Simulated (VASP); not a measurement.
A run of VASP 6.6.1 is set up as follows.

POSCAR

```
Os
1.0
    2.7461342319      0.0000000000      0.0000000000
   -1.3730671160      2.3782220071      0.0000000000
    0.0000000000      0.0000000000      4.3263142200
Os
2
Direct
    0.3333333333      0.6666666667      0.2500000000
    0.6666666667      0.3333333333      0.7500000000
```

INCAR.step1

```
SYSTEM = Os
ALGO = Normal ; EDIFF = 1E-5
ENCUT = 660 ; GGA = PE
GGA_COMPAT = .FALSE. ; ISMEAR = -1
LASPH = .TRUE. ; LCHARG = .FALSE.
LREAL = .FALSE. ; LWAVE = .TRUE.
NBANDS = 15 ; NELM = 120
PREC = Accurate ; SIGMA = 0.05
```

Contents of INCAR.step2:

```
SYSTEM = Os
ALGO = Normal ; EDIFF = 1E-6
ENCUT = 660 ; GGA_COMPAT = .FALSE.
ISIF = 2 ; ISMEAR = -1
ISTART = 1 ; LASPH = .TRUE.
LCHARG = .FALSE. ; LMIXTAU = .TRUE.
LREAL = .FALSE. ; LWAVE = .FALSE.
METAGGA = R2SCAN ; NBANDS = 15
NELM = 120 ; PREC = Accurate
SIGMA = 0.05
```

File KPOINTS:

```
k-points
0
G
  15 15 9
  0 0 0
```

Potentials or basis: VASP PAW PBE potentials, release 64 (Os).

Run with:

```bash
$ cat potpaw_PBE.64/Os/POTCAR > POTCAR
$ cp INCAR.step1 INCAR
$ mpirun -np 1 vasp_std > vasp.out
$ cp INCAR.step2 INCAR
$ mpirun -np 1 vasp_std > vasp.out
```

(1) What does it give for the band gap on the k mesh?

(2) Predict the pressure.

Results:

(1) zero (bands 8 and 9 overlap by 3.88 eV).

(2) -2.4 GPa.

Caveat: the PAW data sets were made with another functional, which shifts forces and pressure a little; spin-orbit coupling is left out, which moves the levels of the heavy elements.
